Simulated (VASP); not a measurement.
BaTiO3: single point with r2SCAN

Crystal: BaTiO3.

```
Ba Ti O
1.0
    -3.94771   -3.94771    0.00000
    -3.94771    3.94771    0.00000
     0.00000    0.00000   -3.94771
Ba Ti O
2 2 6
Direct
  0.00000 0.00000 0.00000
  0.50000 0.50000 0.00000
  0.00000 0.50000 0.50000
  0.50000 0.00000 0.50000
  0.00000 0.50000 0.00000
  0.50000 0.00000 0.00000
  0.75000 0.25000 0.50000
  0.25000 0.75000 0.50000
  0.75000 0.75000 0.50000
  0.25000 0.25000 0.50000
```

* Program: VASP 6.6.1
* Task: single point
* Functional: r2SCAN
* Potentials or basis: VASP PAW PBE potentials, release 64 (Ba_sv, Ti_sv, O)
* Cutoff: 520 eV
* k mesh: 4 × 4 × 6
* Occupations: methfessel-paxton, width 0.1246 eV
* Spin: collinear spin, zero start
* Starting moments: [0.0, 0.0, 0.0, 0.0, 0.0, 0.0, 0.0, 0.0, 0.0, 0.0] μB

```
Pressure                                              : 9.1 GPa
Band gap on the k mesh                                : 2.23 eV
Net moment                                            : 0.00 μB per cell
Valence electrons inside the program's atomic spheres : Ba 8.04; Ti 10.19; O 5.09
```

Levels at points of the mesh, in eV from the valence-band top:
Spin up:
```tsv
k point	band 38	band 39	band 40	band 41	band 42	band 43
(0.00, 0.00, 0.00)	-0.12	-0.11	-0.10	2.23	2.23	2.23
(0.50, 0.00, 0.00)	-0.96	-0.48	-0.48	3.20	3.20	3.33
(0.50, 0.50, 0.00)	-0.75	-0.75	-0.75	2.40	2.40	4.08
(0.00, 0.00, 0.50)	0.00	0.00	0.00	2.40	4.08	4.08
(0.50, 0.00, 0.50)	-0.62	-0.53	-0.53	3.85	3.85	4.31
(0.50, 0.50, 0.50)	-0.86	-0.10	-0.10	4.09	4.09	4.09
```
Spin down:
| k point | band 38 | band 39 | band 40 | band 41 | band 42 | band 43 |
| --- | --- | --- | --- | --- | --- | --- |
| (0.00, 0.00, 0.00) | -0.12 | -0.11 | -0.10 | 2.23 | 2.23 | 2.23 |
| (0.50, 0.00, 0.00) | -0.96 | -0.48 | -0.48 | 3.20 | 3.20 | 3.33 |
| (0.50, 0.50, 0.00) | -0.75 | -0.75 | -0.75 | 2.40 | 2.40 | 4.08 |
| (0.00, 0.00, 0.50) | 0.00 | 0.00 | 0.00 | 2.40 | 4.08 | 4.08 |
| (0.50, 0.00, 0.50) | -0.62 | -0.53 | -0.53 | 3.85 | 3.85 | 4.31 |
| (0.50, 0.50, 0.50) | -0.86 | -0.10 | -0.10 | 4.09 | 4.09 | 4.09 |

Run time: 11 min on 1 thread of Intel(R) Xeon(R) 6975P-C (Granite Rapids), with other jobs on the host, peak memory 0.44 GiB.

Caveat: the cell stands under pressure; the PAW data sets were made with another functional, which shifts forces and pressure a little; spin-orbit coupling is left out, which moves the levels of the heavy elements. A k mesh can miss the band edges.
